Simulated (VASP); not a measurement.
# In (Fd-3m) in VASP: a series of runs, part 2 of 3

VASP 6.6.1.

## 3. Single point, PBE (volume scaled by 0.95)

INCAR

```
ALGO = Normal
EDIFF = 1E-6
ENCUT = 520
GGA = PE
ISIF = 2
ISMEAR = -1
LASPH = True
LCHARG = False
LREAL = False
LWAVE = False
NBANDS = 20
NELM = 100
PREC = Accurate
SIGMA = 0.1
```

KPOINTS

```
k-points
0
Gamma
  11 11 11
```

POSCAR

```
In
1.0
    0.0000000000      3.3137907493      3.3137907493
    3.3137907493      0.0000000000      3.3137907493
    3.3137907493      3.3137907493      0.0000000000
In
2
Direct
   -0.1250000000     -0.1250000000     -0.1250000000
    0.1250000000      0.1250000000      0.1250000000
```

Potentials or basis: VASP PAW PBE potentials, release 64 (In_d).

Started as:

```sh
cat potpaw_PBE.64/In_d/POTCAR > POTCAR
mpirun -np 1 vasp_std > vasp.out
```

OUTCAR:

```text
EDIFF = 1E-6
   ENCUT = 520
   GGA = PE
   ISIF = 2
   ISMEAR = -1
   LASPH = True
   LREAL = False
   NELM = 100
   PREC = Accurate

 ion  position               nearest neighbor table
   1  0.875  0.875  0.875-   2 2.87   2 2.87   2 2.87   2 2.87
   2  0.125  0.125  0.125-   1 2.87   1 2.87   1 2.87   1 2.87

  LATTYP: Found a face centered cubic cell.
 ALAT       =     6.6275814986

  Lattice vectors:

 A1 = (   0.0000000000,   3.3137907493,   3.3137907493)
 A2 = (   3.3137907493,   0.0000000000,   3.3137907493)
 A3 = (   3.3137907493,   3.3137907493,   0.0000000000)

Analysis of symmetry for initial positions (statically):
=====================================================================
 Subroutine PRICEL returns:
 Original cell was already a primitive cell.

 Routine SETGRP: Setting up the symmetry group for a
 face centered cubic supercell.

 Subroutine GETGRP returns: Found 48 space group operations
 (whereof 12 operations were pure point group operations)
 out of a pool of 48 trial point group operations.

The static configuration has the point symmetry D_3d.
 The point group associated with its full space group is O_h .

Analysis of symmetry for dynamics (positions and initial velocities):
=====================================================================
 Subroutine PRICEL returns:
 Original cell was already a primitive cell.

 Routine SETGRP: Setting up the symmetry group for a
 face centered cubic supercell.

 Subroutine GETGRP returns: Found 48 space group operations
 (whereof 12 operations were pure point group operations)
 out of a pool of 48 trial point group operations.

The dynamic configuration has the point symmetry D_3d.
 The point group associated with its full space group is O_h .

 Subroutine INISYM returns: Found 48 space group operations
 (whereof 12 operations are pure point group operations),
 and found     1 'primitive' translations

----------------------------------------------------------------------------------------

                                     Primitive cell

  volume of cell :      72.7789

  direct lattice vectors                    reciprocal lattice vectors
     0.000000000  3.313790749  3.313790749    -0.150884603  0.150884603  0.150884603
     3.313790749  0.000000000  3.313790749     0.150884603 -0.150884603  0.150884603
     3.313790749  3.313790749  0.000000000     0.150884603  0.150884603 -0.150884603

  length of vectors
     4.686407821  4.686407821  4.686407821     0.261339798  0.261339798  0.261339798

  position of ions in fractional coordinates (direct lattice)
     0.875000000  0.875000000  0.875000000
     0.125000000  0.125000000  0.125000000

  ion indices of the primitive-cell ions
   primitive index   ion index
                 1           1
                 2           2

----------------------------------------------------------------------------------------

 KPOINTS: k-points

Automatic generation of k-mesh.
 Grid dimensions read from file:
 generate k-points for:   11   11   11

 Generating k-lattice:

  Cartesian coordinates                     Fractional coordinates (reciprocal lattice)
    -0.013716782  0.013716782  0.013716782     0.090909091  0.000000000  0.000000000
     0.013716782 -0.013716782  0.013716782     0.000000000  0.090909091  0.000000000
     0.013716782  0.013716782 -0.013716782     0.000000000  0.000000000  0.090909091

  Length of vectors
     0.023758163  0.023758163  0.023758163

  Shift w.r.t. Gamma in fractional coordinates (k-lattice)
     0.000000000  0.000000000  0.000000000

 Subroutine IBZKPT returns following result:
 ===========================================

 Found     56 irreducible k-points:

 Following reciprocal coordinates:
            Coordinates               Weight
  0.000000  0.000000  0.000000      1.000000
  0.090909  0.000000  0.000000      8.000000
  0.181818  0.000000  0.000000      8.000000
  0.272727  0.000000  0.000000      8.000000
  0.363636  0.000000  0.000000      8.000000
  0.454545  0.000000  0.000000      8.000000
[... 16 lines left out ...]
 -0.272727  0.181818  0.000000     24.000000
 -0.181818  0.181818  0.000000     12.000000
 [... further k-points ...]
   k-points           NKPTS =     56   k-points in BZ     NKDIM =     56   number of bands    NBANDS=     20
   number of dos      NEDOS =    301   number of ions     NIONS =      2
   total plane-waves  NPLWV =  46656
   dimension x,y,z NGX =    36 NGY =   36 NGZ =   36
   dimension x,y,z NGXF=    72 NGYF=   72 NGZF=   72
   ions per type =               2
   NGX,Y,Z   is equivalent  to a cutoff of  12.77, 12.77, 12.77 a.u.
   NGXF,Y,Z  is equivalent  to a cutoff of  25.54, 25.54, 25.54 a.u.
 SYSTEM =  unknown system
   PREC   = accura    normal or accurate (medium, high low for compatibility)
   ISTART =      0    job   : 0-new  1-cont  2-samecut
   ICHARG =      2    charge: 1-file 2-atom 10-const
   ISPIN  =      1    spin polarized calculation?
   LNONCOLLINEAR =      F non collinear calculations
   LSORBIT =      F    spin-orbit coupling
   LASPH  =      T    aspherical Exc in radial PAW
   ENCUT  =  520.0 eV  38.22 Ry    6.18 a.u.   8.71  8.71  8.71*2*pi/ulx,y,z
   NELM   =    100;   NELMIN=  2; NELMDL= -5     # of ELM steps
   EDIFF  = 0.1E-05   stopping-criterion for ELM
   LREAL  =      F    real-space projection
   EDIFFG = 0.1E-04   stopping-criterion for IOM
   NSW    =      0    number of steps for IOM
   IBRION =     -1    ionic relax: 0-MD 1-quasi-New 2-CG
   NFREE  =      0    steps in history (QN), initial steepest desc. (CG)
   ISIF   =      2    stress and relaxation
   ISYM   =      2    0-nonsym 1-usesym 2-fastsym
   POTIM  = 0.5000    time-step for ionic-motion
   TEBEG  =    0.0;   TEEND  =   0.0 temperature during run
   PSTRESS=    0.0 pullay stress
   NELECT =      26.0000    total number of electrons
   NUPDOWN=      -1.0000    fix difference up-down
   EMIN   =  10.00;   EMAX   =-10.00  energy-range for DOS
   EFERMI =   0.00;   METHOD = LEGACY
   ISMEAR =    -1;   SIGMA  =   0.10  broadening in eV -4-tet -1-fermi 0-gaus
   EFERMI_NEDOS =   21; number of points for ismear=-14 and -15
   IALGO  =     38    algorithm
   IMIX   =      4    mixing-type and parameters
     AMIX     =   0.40;   BMIX     =  1.00
     AMIX_MAG =   1.60;   BMIX_MAG =  1.00
  volume/ion in A,a.u.               =      36.39       245.57
  Fermi-wavevector in a.u.,A,eV,Ry     =   1.161620  2.195144 18.359181  1.349362
  Thomas-Fermi vector in A             =   2.298190
   LORBIT       =      0    0 simple, 1 ext, 2 COOP (PROOUT), +10 PAW based schemes
   GGA     = PE    functional components
   LHFCALC =     F    Hartree Fock is set to
   AEXX    =    0.0000 exact exchange contribution
   IVDW    =     0    specifies the selected vdW correction
   LEPSILON=     F    determine dielectric tensor
   LRPA    =     F    only Hartree local field effects (RPA)
 non-spin polarized calculation
  energy-cutoff  :      520.00
  volume of cell :       72.78
 maximum number of plane-waves:      1988
   NGX = 17   NGY = 17   NGZ = 17

 number of electron      26.0000016 magnetization

 Free energy of the ion-electron system (eV)
  ---------------------------------------------------
  ext. energy  EPLUGINS =         0.00000000
  ---------------------------------------------------
  free energy    TOTEN  =        -4.45893495 eV

  energy without entropy =       -4.40737089  energy(sigma->0) =       -4.43315292

 E-fermi :   3.9452     XC(G=0):  -8.4793

 val. band max:        3.9448479801   @ k =   0.3636   0.1818   0.0909
 cond. band min:       3.9812546124   @ k =  -0.3636   0.3636   0.0000
 fundamental gap:      0.0364066324
 Fermi energy:         3.9451808652

 k-point     1 :       0.0000    0.0000    0.0000
  band No.  band energies     occupation
      1     -10.6981      2.00000
      2     -10.6981      2.00000
      3     -10.6981      2.00000
      4     -10.6316      2.00000
      5     -10.6316      2.00000
      6     -10.2017      2.00000
[... 12 lines left out ...]
     19      10.0232      0.00000
     20      13.1170      0.00000

 k-point     2 :       0.0909    0.0000    0.0000
  band No.  band energies     occupation
      1     -10.7088      2.00000
      2     -10.7088      2.00000
      3     -10.6959      2.00000
      4     -10.6169      2.00000
      5     -10.6169      2.00000
      6     -10.2129      2.00000
[... 498 lines left out ...]
 k-point    24 :      -0.1818    0.1818    0.0000
  band No.  band energies     occupation
      1     -10.7552      2.00000
      2     -10.7465      2.00000
      3     -10.6608      2.00000
      4     -10.5717      2.00000
      5     -10.5265      2.00000
      6     -10.2961      2.00000
[... 12 lines left out ...]
     19      11.3407      0.00000
     20      12.7766      0.00000

 [... further k-points ...]
[... 5 lines left out ...]
  --------------------------------------------------------------------------------------
  -------------------------------------------------------------------------------------
  Total        0.5515648      0.5515648      0.5515648      0.0000000      0.0000000      0.0000000
  in kB       12.1423259     12.1423259     12.1423259      0.0000000      0.0000000      0.0000000
  external PRESSURE =      12.1423259 kB  Pullay stress =       0.0000000 kB

 VOLUME and BASIS-vectors are now :
 -----------------------------------------------------------------------------
  energy-cutoff  :      520.00
  volume of cell :       72.78
      direct lattice vectors                 reciprocal lattice vectors
     0.000000000  3.313790749  3.313790749    -0.150884603  0.150884603  0.150884603
     3.313790749  0.000000000  3.313790749     0.150884603 -0.150884603  0.150884603
     3.313790749  3.313790749  0.000000000     0.150884603  0.150884603 -0.150884603

 POSITION                                       TOTAL-FORCE (eV/Angst)
 -----------------------------------------------------------------------------------
      5.79913      5.79913      5.79913        -0.000000     -0.000000     -0.000000
      0.82845      0.82845      0.82845         0.000000      0.000000      0.000000
 -----------------------------------------------------------------------------------
    total drift:                                0.000000      0.000000      0.000000

  FREE ENERGIE OF THE ION-ELECTRON SYSTEM (eV)
  ---------------------------------------------------
  free  energy   TOTEN  =        -4.4589349526 eV

  energy  without entropy=       -4.4073708892  energy(sigma->0) =       -4.43315292
```

OSZICAR:

```text
N       E                     dE             d eps       ncg     rms          rms(c)
DAV:   1     0.210826406575E+03    0.21083E+03   -0.12946E+04  2244   0.160E+03
DAV:   2     0.123528140542E+02   -0.19847E+03   -0.19525E+03  2248   0.364E+02
DAV:   3    -0.392571975763E+01   -0.16279E+02   -0.16200E+02  2584   0.120E+02
DAV:   4    -0.445431971709E+01   -0.52860E+00   -0.52836E+00  2600   0.253E+01
DAV:   5    -0.448529436918E+01   -0.30975E-01   -0.30973E-01  3484   0.508E+00    0.352E+00
DAV:   6    -0.445980624195E+01    0.25488E-01   -0.69240E-02  3076   0.420E+00    0.162E+00
DAV:   7    -0.445822589395E+01    0.15803E-02   -0.20721E-02  3060   0.211E+00    0.384E-01
DAV:   8    -0.445887835944E+01   -0.65247E-03   -0.21760E-03  2936   0.431E-01    0.539E-02
DAV:   9    -0.445891792309E+01   -0.39564E-04   -0.51417E-05  3152   0.538E-02    0.199E-02
DAV:  10    -0.445893336982E+01   -0.15447E-04   -0.33106E-05  2420   0.512E-02    0.102E-02
DAV:  11    -0.445893465484E+01   -0.12850E-05   -0.79049E-07  2236   0.673E-03    0.516E-03
DAV:  12    -0.445893495262E+01   -0.29778E-06   -0.63316E-07  1936   0.403E-03
   1 F= -.44589350E+01 E0= -.44331529E+01  d E =-.515641E-01
```

Run time: 2 min. Hardware: 1 thread of AMD EPYC 7R43 (Zen 3), shared host; peak memory 0.19 GiB.

What came out:

| Property | Result |
| --- | --- |
| Free energy | -4.4589 eV |
| Pressure | 1.2 GPa |
| Band gap on the k mesh | zero (band 13 reaches 6.33 eV, above the bottom of band 14 at 3.12 eV) |

Caveat: spin-orbit coupling is left out, which moves the levels of the heavy elements.

(Part 2 of 3 ends here.)
